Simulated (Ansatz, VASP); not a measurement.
# SiSnO4: VASP beside Ansatz

The input INCAR:

```
  ALGO = Normal
  EDIFF = 1E-6
  ENCUT = 520
  GGA = PE
  ISIF = 2
  ISMEAR = -1
  LASPH = True
  LCHARG = False
  LREAL = False
  LWAVE = False
  NBANDS = 30
  NELM = 100
  PREC = Accurate
  SIGMA = 0.02
```

File KPOINTS:

```
k-points
0
Gamma
  6 6 8
```

POSCAR

```
SiSnO4
1.0
    3.2108761448     -3.1251266162      0.0000000000
    3.2108761448      3.1251266162      0.0000000000
    0.0000000000      0.0000000000      2.9445852737
Sn Si O
1 1 4
Direct
    0.5000000000      0.5000000000      0.5000000000
    0.0000000000      0.0000000000      0.0000000000
    0.1775772535      0.1775772535      0.5000000000
    0.8224227465      0.8224227465      0.5000000000
    0.7194821305      0.2805178695      0.0000000000
    0.2805178695      0.7194821305      0.0000000000
```

Input for Ansatz:

```yaml
crystal:
  lattice:
    - [3.2108761448, -3.1251266162, 0.0]
    - [3.2108761448, 3.1251266162, 0.0]
    - [0.0, 0.0, 2.9445852737]
  atoms:
    - { symbol: Sn, position: [0.5, 0.5, 0.5] }
    - { symbol: Si, position: [0.0, 0.0, 0.0] }
    - { symbol: O, position: [0.1775772535, 0.1775772535, 0.5] }
    - { symbol: O, position: [0.8224227465, 0.8224227465, 0.5] }
    - { symbol: O, position: [0.7194821305, 0.2805178695, 0.0] }
    - { symbol: O, position: [0.2805178695, 0.7194821305, 0.0] }
kpoints:
  mp_grid: { grid: [6, 6, 8] }
  band_path:
    path:
      - [[0.0, 0.0, 0.0], [0.5, 0.5, 0.0], [0.5131746777285, 0.4868253222715, 0.0]]
      - [[0.4868253222715, -0.4868253222715, 0.0], [0.0, 0.0, 0.0], [0.0, 0.0, 0.5], [0.4868253222715, -0.4868253222715, 0.5]]
      - [[0.5131746777285, 0.4868253222715, 0.5], [0.5, 0.5, 0.5], [0.5, 0.5, 0.0]]
      - [[0.0, 0.0, 0.0], [0.5, 5.024863104272e-18, 0.0], [0.5, 5.024863104272e-18, 0.5], [0.0, 0.0, 0.5], [0.5, 0.5, 0.5]]
    npoints: 10
hamiltonian:
  xc: pbe
scf:
  occupations: { method: fermi_dirac, width: 0.02 }
  n_extra_bands: 5
output:
  forces: true
  stress: true
  eigenvalues: true
```

Alike in both runs: task single point; functional PBE; k mesh 6 × 6 × 8; occupations fermi-dirac, width 0.02 eV; no spin polarisation.

```csv
,VASP,Ansatz
version,VASP 6.6.1,Ansatz 0.2.0
potentials or method,"VASP PAW PBE potentials, release 64 (Sn_d, Si, O)","plane waves, PAW"
plane-wave cutoff (eV),520,420
valence electrons in the cell,42,42
```

|  | VASP | Ansatz | Ansatz less VASP |
| --- | --- | --- | --- |
| gap on the k mesh at the Fermi level (eV) | 2.27 | 2.28 | +0.011 |
| pressure (GPa) | 9.1 | 8.6 | -0.51 |
| traceless stress, the component that is largest in VASP (GPa) | -1.18 | -1.06 | +0.123 |
| rms of the force components (eV/Å) | 0.067 | 0.048 | -0.0192 |

Atom by atom the forces differ by 0.019 eV/Å (rms over components). The functional is the same, so the differences come from potentials, cutoffs and numerics.
